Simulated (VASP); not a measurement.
## CsSnI3: single point with revPBE+D4

Crystal: CsSnI3.

```
CELL_PARAMETERS angstrom
6.20865 0.00000 0.00000
0.00000 6.20865 0.00000
0.00000 0.00000 6.20865
ATOMIC_POSITIONS crystal
Cs 0.00000 0.00000 0.00000
I 0.50000 0.50000 0.00000
I 0.50000 0.00000 0.50000
I 0.00000 0.50000 0.50000
Sn 0.50000 0.50000 0.50000
```

```json
{
  "Program": "VASP 6.6.1",
  "Task": "single point",
  "Functional": "revPBE",
  "Dispersion": "D4",
  "Potentials or basis": "VASP PAW PBE potentials, release 64 (Cs_sv, I, Sn_d)",
  "Cutoff": "520 eV",
  "k mesh": "5 × 5 × 5",
  "Occupations": "fermi-dirac, width 0.05 eV",
  "Spin": "no spin polarisation"
}
```

* Pressure: 0.0 GPa
* Band gap on the k mesh: 1.75 eV
* Dispersion energy per atom: -0.392 eV

Levels at points of the mesh, in eV from the valence-band top:
| k point | band 18 | band 19 | band 20 | band 21 | band 22 | band 23 | band 24 | band 25 | band 26 | band 27 |
| --- | --- | --- | --- | --- | --- | --- | --- | --- | --- | --- |
| (0.00, 0.00, 0.00) | -1.49 | -1.49 | -1.33 | -1.33 | -1.33 | 3.29 | 4.15 | 4.15 | 4.41 | 4.41 |

It took 31 s on 1 thread of Intel(R) Xeon(R) 6975P-C (Granite Rapids), on a shared host, peak memory 0.35 GiB.

Caveat: the PAW data sets were made with another functional, which shifts forces and pressure a little; spin-orbit coupling is left out, which moves the levels of the heavy elements; an odd mesh through Γ misses points on the zone boundary, where band edges can lie.
